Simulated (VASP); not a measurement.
Here is a VASP 6.6.1 calculation.

File INCAR:

```
  PREC = Accurate
  ENCUT = 520
  EDIFF = 1E-7
  ISMEAR = -1
  SIGMA = 0.15
  LREAL = F
  LASPH = T
  NELM = 80
  ALGO = Normal
  ISIF = 2
  LWAVE = F
  LCHARG = F
  GGA = PE
  NBANDS = 13
```

Contents of KPOINTS:

```
Automatic mesh
0
Gamma
  20 20 20
```

The input POSCAR:

```
W
1.0
   -1.5918876323      1.5918876323      1.5918876323
    1.5918876323     -1.5918876323      1.5918876323
    1.5918876323      1.5918876323     -1.5918876323
W
1
Direct
    0.0000000000      0.0000000000      0.0000000000
```

Potentials or basis: VASP PAW PBE potentials, release 64 (W_sv).

Command:

```sh
$ cat potpaw_PBE.64/W_sv/POTCAR > POTCAR
$ mpirun -np 1 vasp_std > vasp.out
```

(1) What does it give for the pressure?

(2) Estimate the band gap on the k mesh.

Results:

(1) 0.5 GPa.

(2) zero (band 7 reaches 16.23 eV, above the bottom of band 8 at 9.99 eV).

Caveat: spin-orbit coupling is left out, which moves the levels of the heavy elements.
